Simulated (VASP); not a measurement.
Wanted: the native input for a VASP 6.6.1 run.

```yaml
Task: single point
Functional: PBE
Potentials_or_basis: VASP PAW PBE potentials, release 64 (Ti_sv, Mo_sv, Se)
Cutoff: 520 eV
k_mesh: 4 × 4 × 2
Occupations: gaussian, width 0.1 eV
Spin: collinear spin
Starting_moments: "[1.0, 1.0, 0.0, 0.0, 0.0, 0.0] μB"
Dipole_correction: no
Further_INCAR_settings: ALGO = Normal; EDIFF = 1e-07; NBANDS = 38
```

The structure of TiMoSe4 lies in POSCAR:

```
TiMoSe4
1.0
    4.4288978300      0.0000000000      0.0000000000
    0.0000000000      4.4288978300      0.0000000000
    0.0000000000      0.0000000000      8.6570372100
Ti Mo Se
1 1 4
Direct
    0.5000000000      0.5000000000      0.5000000000
    0.0000000000      0.0000000000      0.5000000000
    0.5000000000      0.5000000000      0.2838694000
    0.5000000000      0.5000000000      0.7161306000
    0.0000000000      0.0000000000      0.2096679000
    0.0000000000      0.0000000000      0.7903321000
```

The cell was generated, and may not be a known phase.

One way to write it, as run:

INCAR

```
SYSTEM = TiMoSe4
  PREC = Accurate
  ENCUT = 520
  EDIFF = 1E-7
  ISMEAR = 0
  SIGMA = 0.1
  LREAL = .False.
  LASPH = .True.
  NELM = 150
  ALGO = Normal
  ISIF = 2
  LWAVE = .False.
  LCHARG = .False.
  ISPIN = 2
  MAGMOM = 1 1 0 0 0 0
  LORBIT = 11
  LMAXMIX = 4
  GGA = PE
  NBANDS = 38
```

KPOINTS

```
regular mesh
0
Gamma
  4 4 2
  0 0 0
```

Potentials or basis: VASP PAW PBE potentials, release 64 (Ti_sv, Mo_sv, Se).

Command:

```bash
$ cat potpaw_PBE.64/Ti_sv/POTCAR potpaw_PBE.64/Mo_sv/POTCAR potpaw_PBE.64/Se/POTCAR > POTCAR
$ mpirun -np 1 vasp_std > vasp.out
```

It gave:

* Pressure: 12.8 GPa
* Largest force: 14.989 eV/Å
* Net moment: 0.51 μB per cell
* Site moments: Ti -0.15; Mo +1.06; Se -0.03, -0.13 (each value once) μB
* Valence electrons inside the program's atomic spheres: Ti 11.23; Mo 12.10; Se 3.97, 3.71 (each value once)

Caveat: the k points lie up to 0.36 Å⁻¹ apart; atoms lie so close that the PAW spheres overlap strongly, which falsifies energies and pressures; this functional lacks dispersion, which binds layers or chains, so the pressure and a relaxed spacing across them are unreliable; forces of over 1 eV/Å act on the atoms, so gaps and moduli don't describe the material at rest.

Run time: 2.5 min on 1 thread of Intel(R) Xeon(R) Platinum 8559C (Emerald Rapids), with other jobs on the host, peak memory 0.39 GiB.
